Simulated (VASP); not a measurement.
# GaP (I-4m2) in VASP: notebook, part 2 of 2

VASP 6.6.1. Earlier steps stand in the parts before.

**3. Electric field gradients, LDA (zz strain of +2 %)**

The input, INCAR:

```
ALGO = Normal
EDIFF = 1E-8
ENCUT = 520
ISIF = 2
ISMEAR = -1
LASPH = T
LCHARG = F
LEFG = T
LREAL = F
LWAVE = F
NBANDS = 16
NELM = 60
PREC = Accurate
SIGMA = 0.05
```

The input, KPOINTS:

```
k-points
0
Gamma
  10 10 10
```

The input, POSCAR:

```
GaP
1.0
    0.0000000000      2.7252500000      2.7797550000
    2.7252500000      0.0000000000      2.7797550000
    2.7252500000      2.7252500000      0.0000000000
Ga P
1 1
Direct
    0.0000000000      0.0000000000      0.0000000000
    0.7500000000      0.7500000000      0.7500000000
```

Potentials or basis: VASP PAW LDA potentials, release 64 (Ga_d, P).

Launch:

```bash
$ cat potpaw_LDA.64/Ga_d/POTCAR potpaw_LDA.64/P/POTCAR > POTCAR
$ mpirun -np 1 vasp_std > vasp.out
```

OUTCAR:

```text
EDIFF = 1E-8
   ENCUT = 520
   ISIF = 2
   ISMEAR = -1
   LASPH = T
   LREAL = F
   NELM = 60
   PREC = Accurate

 ion  position               nearest neighbor table
   1  0.000  0.000  0.000-   2 2.38   2 2.38   2 2.38   2 2.38
   2  0.750  0.750  0.750-   1 2.38   1 2.38   1 2.38   1 2.38

  LATTYP: Found a body centered tetragonal cell.
 ALAT       =     3.8540855109
 C/A-ratio  =     1.4424978336

  Lattice vectors:

 A1 = (  -2.7252500000,   0.0000000000,   2.7797550000)
 A2 = (   2.7252500000,   0.0000000000,   2.7797550000)
 A3 = (   0.0000000000,   2.7252500000,  -2.7797550000)

Analysis of symmetry for initial positions (statically):
=====================================================================
 Subroutine PRICEL returns:
 Original cell was already a primitive cell.

 Routine SETGRP: Setting up the symmetry group for a
 body centered tetragonal supercell.

[... 644 lines left out ...]
  volume of cell :       41.29
      direct lattice vectors                 reciprocal lattice vectors
     0.000000000  2.725250000  2.779755000    -0.183469406  0.183469406  0.179871967
     2.725250000  0.000000000  2.779755000     0.183469406 -0.183469406  0.179871967
     2.725250000  2.725250000  0.000000000     0.183469406  0.183469406 -0.179871967

 POSITION                                       TOTAL-FORCE (eV/Angst)
 -----------------------------------------------------------------------------------
      0.00000      0.00000      0.00000         0.000000      0.000000      0.000000
      4.08788      4.08788      4.16963        -0.000000     -0.000000     -0.000000
 -----------------------------------------------------------------------------------
    total drift:                               -0.000000     -0.000000      0.000000

  FREE ENERGIE OF THE ION-ELECTRON SYSTEM (eV)
  ---------------------------------------------------
  free  energy   TOTEN  =       -10.4228752136 eV

  energy  without entropy=      -10.4228751987  energy(sigma->0) =      -10.42287521

 Electric field gradients (V/A^2)
---------------------------------------------------------------------
 ion       V_xx      V_yy      V_zz      V_xy      V_xz      V_yz
---------------------------------------------------------------------
   1       1.682     1.682    -3.364    -0.002    -0.002    -0.002
   2      -1.215    -1.215     2.430    -0.000    -0.000    -0.000
---------------------------------------------------------------------

 Electric field gradients after diagonalization (V/A^2)
 (convention: |V_zz| > |V_xx| > |V_yy|)
----------------------------------------------------------------------
 ion       V_xx      V_yy      V_zz     asymmetry (V_yy - V_xx)/ V_zz
----------------------------------------------------------------------
   1       1.684     1.680    -3.364       0.001
   2      -1.215    -1.215     2.430       0.000
----------------------------------------------------------------------

           NMR quadrupolar parameters

 Cq : quadrupolar parameter    Cq=e*Q*V_zz/h
 eta: asymmetry parameters     (V_yy - V_xx)/ V_zz
 Q  : nuclear electric quadrupole moment in mb (millibarn)
----------------------------------------------------------------------
 ion       Cq(MHz)       eta       Q (mb)
----------------------------------------------------------------------
   1      -0.008       0.001       1.000
   2       0.006       0.000       1.000
----------------------------------------------------------------------
```

OSZICAR:

```text
N       E                     dE             d eps       ncg     rms          rms(c)
DAV:   1     0.799722301014E+02    0.79972E+02   -0.89791E+03  3376   0.160E+03
DAV:   2    -0.435689113369E+01   -0.84329E+02   -0.80605E+02  3696   0.311E+02
DAV:   3    -0.106258062322E+02   -0.62689E+01   -0.62476E+01  4152   0.656E+01
DAV:   4    -0.107309653991E+02   -0.10516E+00   -0.10514E+00  4080   0.919E+00
DAV:   5    -0.107330552970E+02   -0.20899E-02   -0.20897E-02  4208   0.114E+00    0.421E+00
DAV:   6    -0.104723789586E+02    0.26068E+00   -0.35762E-01  5088   0.997E+00    0.269E+00
DAV:   7    -0.104277309940E+02    0.44648E-01   -0.78212E-02  4456   0.191E+00    0.102E+00
DAV:   8    -0.104228929951E+02    0.48380E-02   -0.10842E-02  3840   0.114E+00    0.170E-01
DAV:   9    -0.104228657982E+02    0.27197E-04   -0.97009E-04  4936   0.410E-01    0.652E-02
DAV:  10    -0.104228689811E+02   -0.31829E-05   -0.48983E-05  4544   0.744E-02    0.289E-02
DAV:  11    -0.104228754617E+02   -0.64805E-05   -0.88192E-06  4192   0.440E-02    0.717E-03
DAV:  12    -0.104228752462E+02    0.21549E-06   -0.52992E-07  3928   0.700E-03    0.502E-03
DAV:  13    -0.104228752137E+02    0.32421E-07   -0.21670E-07  4416   0.433E-03    0.834E-04
DAV:  14    -0.104228752136E+02    0.19691E-09   -0.85944E-09  2704   0.110E-03
   1 F= -.10422875E+02 E0= -.10422875E+02  d E =-.148394E-07
```

Run time: 74 s. Hardware: 1 thread of Intel Xeon Platinum 8375C at 2.90GHz (Ice Lake), shared host; peak memory 0.19 GiB.

Results:

```
Free energy            : -10.4229 eV
Pressure               : -4.1 GPa
Band gap on the k mesh : 1.39 eV, indirect (least direct gap 1.43 eV)
```

Stress tensor (GPa, compression positive):
```
-3.59  0.00  0.00
 0.00 -3.59  0.00
 0.00  0.00 -5.17
```

Electric field gradients, principal values (V/Å²):
| atom | least | middle | greatest (by size) |
| --- | --- | --- | --- |
| 1 Ga | 1.680 | 1.684 | -3.364 |
| 2 P | -1.215 | -1.215 | 2.430 |

Caveat: the cell differs from its parent crystal (zz strain of +2 %); without QUAD_EFG the Cq values of the log hold for a quadrupole moment of 1 mb, not for the nuclei. A k mesh can miss the band edges.

**4. Electric field gradients, LDA (zz strain of +3 %)**

The input, INCAR:

```
SYSTEM = GaP
PREC     = Accurate       ! precision mode
ENCUT    = 520            ! plane-wave cutoff, eV
EDIFF    = 1E-8           ! SCF threshold, eV
ISMEAR   = -1             ! smearing method
SIGMA    = 0.05           ! smearing width, eV
LREAL    = .FALSE.        ! projectors in reciprocal space
LASPH    = .TRUE.         ! aspherical terms in the spheres
NELM     = 80             ! most SCF steps
ALGO     = Normal         ! electronic algorithm
ISIF     = 2              ! what is computed and relaxed
LWAVE    = .FALSE.        ! write WAVECAR
LCHARG   = .FALSE.        ! write CHGCAR
GGA      = CA             ! functional
LEFG     = .TRUE.       
NBANDS   = 16             ! bands
```

The input, KPOINTS:

```
Automatic mesh
0
G
  10 10 10
  0 0 0
```

The input, POSCAR:

```
GaP
1.0
    0.0000000000      2.7252500000      2.8070075000
    2.7252500000      0.0000000000      2.8070075000
    2.7252500000      2.7252500000      0.0000000000
Ga P
1 1
Direct
    0.0000000000      0.0000000000      0.0000000000
    0.7500000000      0.7500000000      0.7500000000
```

Potentials or basis: VASP PAW LDA potentials, release 64 (Ga_d, P).

Launch:

```bash
$ cat potpaw_LDA.64/Ga_d/POTCAR potpaw_LDA.64/P/POTCAR > POTCAR
$ mpirun -np 1 vasp_std > vasp.out
```

OUTCAR:

```text
SYSTEM = GaP
   PREC = Accurate
   ENCUT = 520
   EDIFF = 1E-8
   ISMEAR = -1
   LREAL = .FALSE.
   LASPH = .TRUE.
   NELM = 80
   ISIF = 2
   GGA = CA

 ion  position               nearest neighbor table
   1  0.000  0.000  0.000-   2 2.38   2 2.38   2 2.38   2 2.38
   2  0.750  0.750  0.750-   1 2.38   1 2.38   1 2.38   1 2.38

  LATTYP: Found a body centered tetragonal cell.
 ALAT       =     3.8540855109
 C/A-ratio  =     1.4566399692

  Lattice vectors:

 A1 = (  -2.7252500000,   0.0000000000,   2.8070075000)
 A2 = (   2.7252500000,   0.0000000000,   2.8070075000)
[... 669 lines left out ...]
  free  energy   TOTEN  =       -10.4082968807 eV

  energy  without entropy=      -10.4082968575  energy(sigma->0) =      -10.40829687

 Electric field gradients (V/A^2)
---------------------------------------------------------------------
 ion       V_xx      V_yy      V_zz      V_xy      V_xz      V_yz
---------------------------------------------------------------------
   1       2.483     2.483    -4.965    -0.003    -0.002    -0.002
   2      -1.833    -1.833     3.667    -0.000    -0.000    -0.000
---------------------------------------------------------------------

 Electric field gradients after diagonalization (V/A^2)
 (convention: |V_zz| > |V_xx| > |V_yy|)
----------------------------------------------------------------------
 ion       V_xx      V_yy      V_zz     asymmetry (V_yy - V_xx)/ V_zz
----------------------------------------------------------------------
   1       2.486     2.480    -4.965       0.001
   2      -1.834    -1.833     3.667       0.000
----------------------------------------------------------------------

           NMR quadrupolar parameters

 Cq : quadrupolar parameter    Cq=e*Q*V_zz/h
 eta: asymmetry parameters     (V_yy - V_xx)/ V_zz
 Q  : nuclear electric quadrupole moment in mb (millibarn)
----------------------------------------------------------------------
 ion       Cq(MHz)       eta       Q (mb)
----------------------------------------------------------------------
   1      -0.012       0.001       1.000
   2       0.009       0.000       1.000
----------------------------------------------------------------------
```

It took 80 s on 1 thread of Intel Xeon Platinum 8375C at 2.90GHz (Ice Lake), shared host; peak memory 0.19 GiB.

Results:

```yaml
Free_energy: -10.4083 eV
Pressure: -4.8 GPa
Band_gap_on_the_k_mesh: 1.33 eV, direct
```

Electric field gradients, principal values (V/Å²):
```
atom   least  middle  greatest (by size)
1 Ga   2.480   2.486              -4.965
 2 P  -1.833  -1.834               3.667
```

Caveat: the cell differs from its parent crystal (zz strain of +3 %); without QUAD_EFG the Cq values of the log hold for a quadrupole moment of 1 mb, not for the nuclei.

**5. The runs side by side**

| cell | gap on the mesh (eV) | pressure (GPa) |
| --- | --- | --- |
| a = 3.873, b = 3.873, c = 3.854 Å, angles 60.2, 60.2, 59.7°, 2 atoms | 1.42 | -3.4 |
| a = 3.893, b = 3.893, c = 3.854 Å, angles 60.3, 60.3, 59.3°, 2 atoms | 1.39 | -4.1 |
| a = 3.912, b = 3.912, c = 3.854 Å, angles 60.5, 60.5, 59.0°, 2 atoms | 1.33 | -4.8 |

Alike in all rows: task electric field gradients; level LDA; potentials or basis VASP PAW LDA potentials, release 64 (Ga_d, P); no spin polarisation; k mesh 10 × 10 × 10; cutoff (eV) 520; smearing fermi-dirac 0.05 eV.

Absolute energies hang on the potentials; compare differences alone.
